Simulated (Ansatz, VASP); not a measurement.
# TiWN2 in VASP and in Ansatz

```
Ti W N
1.0
     3.03133    0.00000    0.00000
    -1.51566    2.62521    0.00000
     0.00000    0.00000    5.50442
Ti W N
1 1 2
Direct
  0.00000 0.00000 0.00000
  0.00000 0.00000 0.50000
  0.33333 0.66667 0.23500
  0.66667 0.33333 0.76500
```

Change from the starting cell: species swapped into the LiVS2 type (P-3m1, No. 164).

Alike in both runs: task relaxation of cell and atoms; functional PBE; k mesh 6 × 6 × 4; occupations gaussian, width 0.1 eV; collinear spin.

```csv
,VASP,Ansatz
version,VASP 6.6.1,Ansatz 0.2.0
potentials or method,"VASP PAW PBE potentials, release 64 (Ti_sv, W_sv, N), cutoff 600 eV","scalar-relativistic, plane waves, PAW"
valence electrons in the cell,36,36
```

```csv
,VASP,Ansatz,Ansatz less VASP
"gap on the k mesh at the Fermi level, each at its own relaxed structure (eV)",none,none,-
net moment per atom (μB),0.00,0.00,0.000
relaxed volume (Å³/atom),9.97,9.95,-0.020
relaxed cell length with the largest relative difference (Å),2.857,2.854,-0.0032
```

A gap of «none» marks a metal or a gap that the smearing closes. Ansatz's warnings: seeded moment not kept.

The k mesh is coarse, so the values compare programs but aren't converged. Spin-orbit coupling is off throughout.
